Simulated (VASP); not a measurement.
A run of VASP 6.6.1 is set up as follows.

File INCAR:

```
ALGO = Normal
EDIFF = 1E-6
ENCUT = 520
GGA = PE
ISIF = 2
ISMEAR = 0
LASPH = True
LCHARG = False
LREAL = False
LWAVE = False
NBANDS = 20
NELM = 80
PREC = Accurate
SIGMA = 0.1
```

KPOINTS

```
k-points
0
Gamma
  6 6 6
```

Contents of POSCAR:

```
InO2
1.0
    4.0333533021      0.0000000000      0.0000000000
    0.0000000000      4.0333533021      0.0000000000
    0.0000000000      0.0000000000      4.7465368377
In O
1 2
Direct
    0.0000000000      0.0000000000      0.5000000000
    0.0000000000      0.5000000000      0.5000000000
    0.5000000000      0.0000000000      0.5000000000
```

Potentials or basis: VASP PAW PBE potentials, release 64 (In_d, O).

Command:

```sh
$ cat potpaw_PBE.64/In_d/POTCAR potpaw_PBE.64/O/POTCAR > POTCAR
$ mpirun -np 1 vasp_std > vasp.out
```

Task: What does it give for the pressure?

Result: 0.3 GPa.

Caveat: an odd number of electrons without spin polarisation forces a metal; a magnetic or distorted state may lie lower.
